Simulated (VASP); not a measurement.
# Cs2NaSeF6 (Fm-3m) in VASP: single point with r2SCAN

Aim: the single point of Cs2NaSeF6 with r2SCAN.

All numbers are computed with VASP 6.6.1; they aren't measurements. Logs are shortened: lines on timing, memory, paths and dates and some standing lists are left out, and cuts for length are marked.

## Step 1: The cell of the first run

The structure is cubic, space group Fm-3m (No. 225). Conventional cell: a = 9.080 Å, b = 9.080 Å, c = 9.080 Å, α = 90.00°, β = 90.00°, γ = 90.00°. F (site symmetry 4mm) has 1 Se at 2.27 Å and 1 Na at 2.27 Å within 3.0 Å. Se (site symmetry m-3m) has 6 F at 2.27 Å within 3.0 Å. Within 4.2 Å of Cs (site symmetry -43m) lie 12 F at 3.21 Å and 4 Se at 3.93 Å and 4 Na at 3.93 Å. Within 3.0 Å of Na (site symmetry m-3m) lie 6 F at 2.27 Å.

## Step 2: Single point, r2SCAN

POSCAR reads:

```
Cs2NaSeF6
1.0
    0.0000000000      4.5398300000      4.5398300000
    4.5398300000      0.0000000000      4.5398300000
    4.5398300000      4.5398300000      0.0000000000
F Se Cs Na
6 1 2 1
Direct
    0.7500000000      0.2500000000      0.2500000000
    0.2500000000      0.7500000000      0.2500000000
    0.2500000000      0.7500000000      0.7500000000
    0.7500000000      0.2500000000      0.7500000000
    0.2500000000      0.2500000000      0.7500000000
    0.7500000000      0.7500000000      0.2500000000
    0.0000000000      0.0000000000      0.0000000000
    0.2500000000      0.2500000000      0.2500000000
    0.7500000000      0.7500000000      0.7500000000
    0.5000000000      0.5000000000      0.5000000000
```

INCAR.step1 reads:

```
ALGO = Normal
EDIFF = 1E-4
ENCUT = 520
GGA = PE
ISMEAR = 0
LASPH = T
LCHARG = F
LREAL = F
LWAVE = T
NBANDS = 48
NELM = 60
PREC = Accurate
SIGMA = 0.0113
```

INCAR.step2 reads:

```
ALGO = Normal
EDIFF = 1E-6
ENCUT = 520
ISIF = 2
ISMEAR = 0
ISTART = 1
LASPH = T
LCHARG = F
LMIXTAU = T
LREAL = F
LWAVE = F
METAGGA = R2SCAN
NBANDS = 48
NELM = 60
PREC = Accurate
SIGMA = 0.0113
```

KPOINTS reads:

```
k-points
0
Gamma
  5 5 5
```

Potentials or basis: VASP PAW PBE potentials, release 64 (F, Se, Cs_sv, Na_pv).

Started as:

```bash
$ cat potpaw_PBE.64/F/POTCAR potpaw_PBE.64/Se/POTCAR potpaw_PBE.64/Cs_sv/POTCAR potpaw_PBE.64/Na_pv/POTCAR > POTCAR
$ cp INCAR.step1 INCAR
$ mpirun -np 1 vasp_std > vasp.out
$ cp INCAR.step2 INCAR
$ mpirun -np 1 vasp_std > vasp.out
```

OUTCAR:

```text
EDIFF = 1E-6
   ENCUT = 520
   ISIF = 2
   ISMEAR = 0
   ISTART = 1
   LASPH = T
   LREAL = F
   METAGGA = R2SCAN
   NELM = 60
   PREC = Accurate

 ion  position               nearest neighbor table
   1  0.750  0.250  0.250-   7 2.27  10 2.27
   2  0.250  0.750  0.250-   7 2.27  10 2.27
   3  0.250  0.750  0.750-   7 2.27  10 2.27
   4  0.750  0.250  0.750-   7 2.27  10 2.27
   5  0.250  0.250  0.750-   7 2.27  10 2.27
   6  0.750  0.750  0.250-   7 2.27  10 2.27
   7  0.000  0.000  0.000-   1 2.27   2 2.27   3 2.27   4 2.27   5 2.27   6 2.27
   8  0.250  0.250  0.250-
   9  0.750  0.750  0.750-
  10  0.500  0.500  0.500-   1 2.27   2 2.27   3 2.27   4 2.27   5 2.27   6 2.27

  LATTYP: Found a face centered cubic cell.
 ALAT       =     9.0796600000

  Lattice vectors:

 A1 = (   0.0000000000,   4.5398300000,   4.5398300000)
 A2 = (   4.5398300000,   0.0000000000,   4.5398300000)
 A3 = (   4.5398300000,   4.5398300000,   0.0000000000)

Analysis of symmetry for initial positions (statically):
=====================================================================
 Subroutine PRICEL returns:
 Original cell was already a primitive cell.

 Routine SETGRP: Setting up the symmetry group for a
 face centered cubic supercell.

 Subroutine GETGRP returns: Found 48 space group operations
 (whereof 48 operations were pure point group operations)
 out of a pool of 48 trial point group operations.

The static configuration has the point symmetry O_h .

Analysis of symmetry for dynamics (positions and initial velocities):
=====================================================================
 Subroutine PRICEL returns:
 Original cell was already a primitive cell.

 Routine SETGRP: Setting up the symmetry group for a
 face centered cubic supercell.

 Subroutine GETGRP returns: Found 48 space group operations
 (whereof 48 operations were pure point group operations)
 out of a pool of 48 trial point group operations.

The dynamic configuration has the point symmetry O_h .

 Subroutine INISYM returns: Found 48 space group operations
 (whereof 48 operations are pure point group operations),
 and found     1 'primitive' translations

----------------------------------------------------------------------------------------

                                     Primitive cell

  volume of cell :     187.1323

  direct lattice vectors                    reciprocal lattice vectors
     0.000000000  4.539830000  4.539830000    -0.110136283  0.110136283  0.110136283
     4.539830000  0.000000000  4.539830000     0.110136283 -0.110136283  0.110136283
     4.539830000  4.539830000  0.000000000     0.110136283  0.110136283 -0.110136283

  length of vectors
     6.420289157  6.420289157  6.420289157     0.190761637  0.190761637  0.190761637

  position of ions in fractional coordinates (direct lattice)
     0.750000000  0.250000000  0.250000000
     0.250000000  0.750000000  0.250000000
     0.250000000  0.750000000  0.750000000
     0.750000000  0.250000000  0.750000000
     0.250000000  0.250000000  0.750000000
     0.750000000  0.750000000  0.250000000
     0.000000000  0.000000000  0.000000000
     0.250000000  0.250000000  0.250000000
     0.750000000  0.750000000  0.750000000
     0.500000000  0.500000000  0.500000000

  ion indices of the primitive-cell ions
   primitive index   ion index
                 1           1
                 2           2
                 3           3
                 4           4
                 5           5
                 6           6
                 7           7
                 8           8
                 9           9
                10          10

----------------------------------------------------------------------------------------

 KPOINTS: k-points

Automatic generation of k-mesh.
 Grid dimensions read from file:
 generate k-points for:    5    5    5

 Generating k-lattice:

  Cartesian coordinates                     Fractional coordinates (reciprocal lattice)
    -0.022027257  0.022027257  0.022027257     0.200000000  0.000000000  0.000000000
     0.022027257 -0.022027257  0.022027257     0.000000000  0.200000000  0.000000000
     0.022027257  0.022027257 -0.022027257     0.000000000  0.000000000  0.200000000

  Length of vectors
     0.038152327  0.038152327  0.038152327

  Shift w.r.t. Gamma in fractional coordinates (k-lattice)
     0.000000000  0.000000000  0.000000000

 Subroutine IBZKPT returns following result:
 ===========================================

 Found     10 irreducible k-points:

 Following reciprocal coordinates:
            Coordinates               Weight
  0.000000  0.000000  0.000000      1.000000
  0.200000  0.000000  0.000000      8.000000
  0.400000  0.000000  0.000000      8.000000
  0.200000  0.200000  0.000000      6.000000
  0.400000  0.200000  0.000000     24.000000
 -0.400000  0.200000  0.000000     24.000000
 -0.200000  0.200000  0.000000     12.000000
  0.400000  0.400000  0.000000      6.000000
 -0.400000  0.400000  0.000000     12.000000
 -0.400000  0.400000  0.200000     24.000000
   k-points           NKPTS =     10   k-points in BZ     NKDIM =     10   number of bands    NBANDS=     48
   number of dos      NEDOS =    301   number of ions     NIONS =     10
   total plane-waves  NPLWV = 110592
   dimension x,y,z NGX =    48 NGY =   48 NGZ =   48
   dimension x,y,z NGXF=    96 NGYF=   96 NGZF=   96
   ions per type =               6   1   2   1
   NGX,Y,Z   is equivalent  to a cutoff of  12.43, 12.43, 12.43 a.u.
   NGXF,Y,Z  is equivalent  to a cutoff of  24.86, 24.86, 24.86 a.u.
 SYSTEM =  unknown system
   PREC   = accura    normal or accurate (medium, high low for compatibility)
   ISTART =      1    job   : 0-new  1-cont  2-samecut
   ICHARG =      0    charge: 1-file 2-atom 10-const
   ISPIN  =      1    spin polarized calculation?
   LNONCOLLINEAR =      F non collinear calculations
   LSORBIT =      F    spin-orbit coupling
   LASPH  =      T    aspherical Exc in radial PAW
   ENCUT  =  520.0 eV  38.22 Ry    6.18 a.u.  11.94 11.94 11.94*2*pi/ulx,y,z
   NELM   =     60;   NELMIN=  2; NELMDL=  0     # of ELM steps
   EDIFF  = 0.1E-05   stopping-criterion for ELM
   LREAL  =      F    real-space projection
   EDIFFG = 0.1E-04   stopping-criterion for IOM
   NSW    =      0    number of steps for IOM
   IBRION =     -1    ionic relax: 0-MD 1-quasi-New 2-CG
   NFREE  =      0    steps in history (QN), initial steepest desc. (CG)
   ISIF   =      2    stress and relaxation
   ISYM   =      2    0-nonsym 1-usesym 2-fastsym
   POTIM  = 0.5000    time-step for ionic-motion
   TEBEG  =    0.0;   TEEND  =   0.0 temperature during run
   PSTRESS=    0.0 pullay stress
   NELECT =      73.0000    total number of electrons
   NUPDOWN=      -1.0000    fix difference up-down
   EMIN   =  10.00;   EMAX   =-10.00  energy-range for DOS
   EFERMI =   0.00;   METHOD = LEGACY
   ISMEAR =     0;   SIGMA  =   0.01  broadening in eV -4-tet -1-fermi 0-gaus
   EFERMI_NEDOS =   21; number of points for ismear=-14 and -15
   IALGO  =     38    algorithm
   IMIX   =      4    mixing-type and parameters
     AMIX     =   0.40;   BMIX     =  1.00
     AMIX_MAG =   1.60;   BMIX_MAG =  1.00
  volume/ion in A,a.u.               =      18.71       126.28
  Fermi-wavevector in a.u.,A,eV,Ry     =   1.196188  2.260468 19.468118  1.430866
  Thomas-Fermi vector in A             =   2.332135
   LORBIT       =      0    0 simple, 1 ext, 2 COOP (PROOUT), +10 PAW based schemes
   METAGGA = R2SCAN    functional components
   LHFCALC =     F    Hartree Fock is set to
   AEXX    =    0.0000 exact exchange contribution
   IVDW    =     0    specifies the selected vdW correction
   LEPSILON=     F    determine dielectric tensor
   LRPA    =     F    only Hartree local field effects (RPA)
 non-spin polarized calculation
 Gauss-broadening in eV      SIGMA  =   0.01
  energy-cutoff  :      520.00
  volume of cell :      187.13
 maximum number of plane-waves:      5050
   NGX = 23   NGY = 23   NGZ = 23

 number of electron      73.0000074 magnetization

 Free energy of the ion-electron system (eV)
  ---------------------------------------------------
  ext. energy  EPLUGINS =         0.00000000
  ---------------------------------------------------
  free energy    TOTEN  =      -108.56690675 eV

  energy without entropy =     -108.56567090  energy(sigma->0) =     -108.56628883

 E-fermi :   1.1133     XC(G=0):  -9.3862

 val. band max:        1.1063445484   @ k =   0.0000   0.0000   0.0000
 cond. band min:       1.1166487660   @ k =   0.4000   0.2000   0.0000
 fundamental gap:      0.0103042176
 Fermi energy:         1.1132971756

 k-point     1 :       0.0000    0.0000    0.0000
  band No.  band energies     occupation
      1     -23.4251      2.00000
      2     -23.2025      2.00000
      3     -23.2025      2.00000
      4     -23.2025      2.00000
      5     -23.0074      2.00000
      6     -23.0074      2.00000
[... 40 lines left out ...]
     47       8.9920      0.00000
     48       8.9921      0.00000

 k-point     2 :       0.2000    0.0000    0.0000
  band No.  band energies     occupation
      1     -23.4215      2.00000
      2     -23.1969      2.00000
      3     -23.1871      2.00000
      4     -23.1871      2.00000
      5     -23.0255      2.00000
      6     -23.0255      2.00000
[... 40 lines left out ...]
     47       9.0887      0.00000
     48       9.3756      0.00000

 k-point     3 :       0.4000    0.0000    0.0000
  band No.  band energies     occupation
      1     -23.4151      2.00000
      2     -23.1881      2.00000
      3     -23.1508      2.00000
      4     -23.1507      2.00000
      5     -23.0669      2.00000
      6     -23.0669      2.00000
[... 346 lines left out ...]
     47       9.2855      0.00000
     48       9.6405      0.00000

 k-point    10 :      -0.4000    0.4000    0.2000
  band No.  band energies     occupation
      1     -23.3635      2.00000
      2     -23.2102      2.00000
      3     -23.1944      2.00000
      4     -23.1446      2.00000
      5     -23.0893      2.00000
      6     -23.0371      2.00000
[... 40 lines left out ...]
     47       9.2120      0.00000
     48       9.3657      0.00000

------------------------ aborting loop because EDIFF is reached ----------------------------------------

  FORCE on cell =-STRESS in cart. coord.  units (eV):
  Direction    XX          YY          ZZ          XY          YZ          ZX
  --------------------------------------------------------------------------------------
  -------------------------------------------------------------------------------------
  Total       -5.3551453     -5.3551453     -5.3551453     -0.0000000     -0.0000000      0.0000000
  in kB      -45.8493384    -45.8493384    -45.8493384     -0.0000000     -0.0000000      0.0000000
  external PRESSURE =     -45.8493384 kB  Pullay stress =       0.0000000 kB

 VOLUME and BASIS-vectors are now :
 -----------------------------------------------------------------------------
  energy-cutoff  :      520.00
  volume of cell :      187.13
      direct lattice vectors                 reciprocal lattice vectors
     0.000000000  4.539830000  4.539830000    -0.110136283  0.110136283  0.110136283
     4.539830000  0.000000000  4.539830000     0.110136283 -0.110136283  0.110136283
     4.539830000  4.539830000  0.000000000     0.110136283  0.110136283 -0.110136283

 POSITION                                       TOTAL-FORCE (eV/Angst)
 -----------------------------------------------------------------------------------
      2.26992      4.53983      4.53983        -1.156664     -0.000000      0.000000
      4.53983      2.26992      4.53983        -0.000000     -1.156664      0.000000
      6.80975      4.53983      4.53983         1.156664     -0.000000      0.000000
      4.53983      6.80975      4.53983        -0.000000      1.156664      0.000000
      4.53983      4.53983      2.26992        -0.000000     -0.000000     -1.156664
      4.53983      4.53983      6.80975        -0.000000     -0.000000      1.156664
      0.00000      0.00000      0.00000        -0.000000     -0.000000      0.000000
      2.26992      2.26992      2.26992        -0.000000     -0.000000      0.000000
      6.80975      6.80975      6.80975        -0.000000     -0.000000     -0.000000
      4.53983      4.53983      4.53983        -0.000000     -0.000000      0.000000
 -----------------------------------------------------------------------------------
    total drift:                                0.000000     -0.000000      0.000000

  FREE ENERGIE OF THE ION-ELECTRON SYSTEM (eV)
  ---------------------------------------------------
  free  energy   TOTEN  =      -108.5669067547 eV

  energy  without entropy=     -108.5656709021  energy(sigma->0) =     -108.56628883
```

It took 13 min on 1 thread of Intel Xeon 8259CL, shared host; peak memory 0.42 GiB.

What came out:

```yaml
Free_energy: -108.5669 eV
Pressure: -4.6 GPa
```

Levels at points of the mesh, in eV from the Fermi level:
| k point | band 32 | band 33 | band 34 | band 35 | band 36 | band 37 | band 38 | band 39 | band 40 | band 41 |
| --- | --- | --- | --- | --- | --- | --- | --- | --- | --- | --- |
| (0.00, 0.00, 0.00) | -3.95 | -3.95 | -3.92 | -3.92 | -3.92 | -0.01 | -0.01 | -0.01 | 5.10 | 5.51 |

Caveat: the PAW data sets were made with another functional, which shifts forces and pressure a little; spin-orbit coupling is left out, which moves the levels of the heavy elements; an odd number of electrons without spin polarisation forces a metal; a magnetic or distorted state may lie lower.
